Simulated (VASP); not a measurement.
Here is a VASP 6.6.1 calculation.

File INCAR:

```
  PREC = Accurate
  ENCUT = 500
  EDIFF = 1E-6
  ISMEAR = -1
  SIGMA = 0.1
  LREAL = F
  LASPH = T
  NELM = 120
  ALGO = Normal
  ISIF = 2
  LWAVE = F
  LCHARG = F
  GGA = PE
  NBANDS = 16
  GGA_COMPAT = F
```

The input KPOINTS:

```
regular mesh
0
Gamma
  13 13 13
```

The input POSCAR:

```
NbSi
1.0
    0.0000000000      2.4652143793      2.4652143793
    2.4652143793      0.0000000000      2.4652143793
    2.4652143793      2.4652143793      0.0000000000
Nb Si
1 1
Direct
    0.0000000000      0.0000000000      0.0000000000
    0.5000000000      0.5000000000      0.5000000000
```

Potentials or basis: VASP PAW PBE potentials, release 64 (Nb_sv, Si).

Run with:

```console
$ cat potpaw_PBE.64/Nb_sv/POTCAR potpaw_PBE.64/Si/POTCAR > POTCAR
$ mpirun -np 1 vasp_std > vasp.out
```

(1) Predict the pressure.

Results:

(1) 24.8 GPa.
